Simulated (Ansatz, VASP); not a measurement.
# Al2MoN3: VASP beside Ansatz

```xyz
6
Lattice="6.0364 0.0000 0.0000 -3.0182 5.2277 0.0000 0.0000 0.0000 3.1074" Properties=species:S:1:pos:R:3 pbc="T T T"
Al    0.0000    3.4851    1.5537
Al    3.0182    1.7426    1.5537
Mo    0.0000    0.0000    0.0000
N     3.0182    0.0000    1.5537
N    -1.5091    2.6138    1.5537
N     1.5091    2.6138    1.5537
```

Alike in both runs: functional PBE; k mesh 6 × 6 × 12; occupations gaussian, width 0.1 eV; collinear spin.

Ansatz relaxed the structure, and its values are those at the end. VASP's run is a single point on that final structure, the one shown.

```csv
,VASP,Ansatz
version,VASP 6.6.1,Ansatz 0.2.0
potentials or method,"VASP PAW PBE potentials, release 64 (Al, Mo_sv, N), cutoff 520 eV","scalar-relativistic, plane waves, PAW"
valence electrons in the cell,35,35
```

Ansatz gave:

| Property | Result |
| --- | --- |
| gap on the k mesh at the Fermi level (eV) | none |
| pressure (GPa) | 0.0 |
| net moment per atom (μB) | 0.36 |
| size of the moment on the site where the two differ most (μB) | 3.11 |

What did VASP give for the same quantities?

gap on the k mesh at the Fermi level (eV): none; pressure (GPa): -0.1; net moment per atom (μB): 0.36; size of the moment on the site where the two differ most (μB): 3.10.

Site moments also hang on the region over which each program counts them. A gap of «none» marks a metal or a gap that the smearing closes. The functional is the same, so the differences come from potentials, cutoffs and numerics.
